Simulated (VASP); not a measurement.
Input of a VASP 6.6.1 run:

File POSCAR:

```
Co2O
1.0
    2.8058730000      0.0000000000      0.0000000000
    0.0000000000      4.5287290000      0.0000000000
    0.0000000000      0.0000000000      4.2717900000
Co O
4 2
Direct
    0.0000000000      0.3250000000      0.2610000000
    0.5000000000      0.1750000000      0.7610000000
    0.0000000000      0.6750000000      0.7390000000
    0.5000000000      0.8250000000      0.2390000000
    0.0000000000      0.0000000000      0.0000000000
    0.5000000000      0.5000000000      0.5000000000
```

File INCAR.step1:

```
PREC = Accurate ; ENCUT = 520
ISMEAR = -1 ; SIGMA = 0.1
LREAL = F ; LASPH = T
NELM = 100 ; NBANDS = 33
ISYM = 0 ; GGA = PE
ALGO = Normal ; EDIFF = 1E-4
LWAVE = T ; LCHARG = F
```

File INCAR.step2:

```
PREC = Accurate ; ENCUT = 520
EDIFF = 1E-7 ; ISMEAR = -1
SIGMA = 0.1 ; LREAL = F
LASPH = T ; NELM = 100
ALGO = Normal ; ISIF = 2
LWAVE = F ; LCHARG = F
METAGGA = R2SCAN ; LMIXTAU = T
NBANDS = 33 ; ISYM = 0
ISTART = 1
```

KPOINTS

```
regular mesh
0
Gamma
  6 4 4
```

Potentials or basis: VASP PAW PBE potentials, release 64 (Co, O).

Launch:

```sh
$ cat potpaw_PBE.64/Co/POTCAR potpaw_PBE.64/O/POTCAR > POTCAR
$ cp INCAR.step1 INCAR
$ mpirun -np 1 vasp_std > vasp.out
$ cp INCAR.step2 INCAR
$ mpirun -np 1 vasp_std > vasp.out
```

Q: Predict the band gap on the k mesh.

A: Zero (band 24 reaches 10.96 eV, above the bottom of band 25 at 10.62 eV).

Q: What does it give for the largest force?

A: 0.479 eV/Å.

Forces on the atoms (eV/Å):
```
Co   0.000 -0.133 -0.460
Co   0.000  0.133 -0.460
Co   0.000  0.133  0.460
Co   0.000 -0.133  0.460
O    0.000  0.000  0.000
O    0.000  0.000  0.000
```

Caveat: the k points lie up to 0.37 Å⁻¹ apart; the PAW data sets were made with another functional, which shifts forces and pressure a little; the run has no spin polarisation, though such a crystal can be magnetic. With open d or f shells a metallic result of r2SCAN can be an artefact of self-interaction; +U or a hybrid may open a gap.
